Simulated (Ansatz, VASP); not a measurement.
**One calculation of WSe2, two programs**

```
CELL_PARAMETERS angstrom
3.27329 0.00000 0.00000
-1.63664 2.83475 0.00000
0.00000 0.00000 12.95921
ATOMIC_POSITIONS crystal
W 0.66667 0.33333 0.75000
W 0.33333 0.66667 0.25000
Se 0.33333 0.66667 0.87901
Se 0.66667 0.33333 0.37901
Se 0.33333 0.66667 0.62099
Se 0.66667 0.33333 0.12099
```

Alike in both runs: task single point; functional PBEsol; k mesh 12 × 12 × 2; occupations gaussian, width 0.02 eV; no spin polarisation.

|  | VASP | Ansatz |
| --- | --- | --- |
| version | VASP 6.6.1 | Ansatz 0.2.0 |
| potentials or method | VASP PAW PBE potentials, release 64 (W_sv, Se), cutoff 520 eV | scalar-relativistic, plane waves, PAW |
| valence electrons in the cell | 52 | 92 |

VASP gave:

```
gap on the k mesh at the Fermi level (eV)                     : 0.94
least direct gap on the mesh (eV)                             : 1.56
pressure (GPa)                                                : 0.7
traceless stress, the component that is largest in VASP (GPa) : 0.57
rms of the force components (eV/Å)                            : 0.029
```

Problem. Which values does Ansatz return?

Solution. gap on the k mesh at the Fermi level (eV): 0.94; least direct gap on the mesh (eV): 1.57; pressure (GPa): 0.2; traceless stress, the component that is largest in VASP (GPa): 0.46; rms of the force components (eV/Å): 0.000.

VASP's potentials were made for PBE, not for PBEsol. Atom by atom the forces differ by 0.029 eV/Å (rms over components). VASP's potentials hold 52 valence electrons a cell and Ansatz's 92, so a difference there can come from the potentials and not from the codes.

Neither program's run includes spin-orbit coupling.
